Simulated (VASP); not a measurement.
# SiSn2Ge3: single point with PBE

Crystal: SiSn2Ge3.

```
CELL_PARAMETERS angstrom
-2.81561 2.81561 4.22272
2.81561 -2.81561 4.22272
2.81561 2.81561 -4.22272
ATOMIC_POSITIONS crystal
Si 0.00000 0.00000 0.00000
Sn 0.25000 0.75000 0.50000
Sn 0.75000 0.25000 0.50000
Ge 0.79543 0.79543 0.00000
Ge 0.20457 0.20457 0.00000
Ge 0.50000 0.50000 0.00000
```

The cell was generated, and may not be a known phase.

- Program: VASP 6.6.1
- Task: single point
- Functional: PBE
- Potentials or basis: VASP PAW PBE potentials, release 64 (Si, Sn_d, Ge_d)
- Cutoff: 520 eV
- k mesh: 4 × 4 × 4
- Occupations: gaussian, width 0.1 eV
- Spin: no spin polarisation

```json
{
  "Pressure": "34.0 GPa",
  "Largest force": "19.395 eV/Å",
  "Band gap on the k mesh": "zero (bands 37 and 38 overlap by 2.60 eV)"
}
```

Forces in eV/Å, atoms in the order of the input:
```
Si    0.000   0.000   0.000
Sn    0.000   0.000   0.000
Sn    0.000   0.000   0.000
Ge    0.000   0.000 -19.395
Ge    0.000   0.000  19.395
Ge    0.000   0.000   0.000
```

Stress tensor (GPa, compression positive):
```
 4.91  0.00  0.00
 0.00  4.91  0.00
 0.00  0.00 92.21
```

Levels at points of the mesh, in eV from the Fermi level:
```csv
k point,band 34,band 35,band 36,band 37,band 38,band 39,band 40,band 41
"(0.00, 0.00, 0.00)",-3.59,-3.59,-2.16,-1.42,-1.42,-0.95,2.68,2.74
"(0.50, 0.00, 0.00)",-2.02,-1.15,-0.35,-0.07,0.44,0.87,0.89,2.14
"(0.50, 0.50, 0.00)",-1.28,-0.62,-0.61,1.19,1.20,1.29,1.70,1.83
"(0.50, 0.50, 0.50)",-1.89,-1.89,-1.66,-0.03,0.37,0.37,2.27,2.27
```

Wall time 3.2 min on 1 thread of AMD EPYC 7R13, on a shared host, peak memory 0.35 GiB.

Caveat: the stress differs along the axes, from 5 to 92 GPa; spin-orbit coupling is left out, which moves the levels of the heavy elements; forces of over 1 eV/Å act on the atoms, so gaps and moduli don't describe the material at rest.
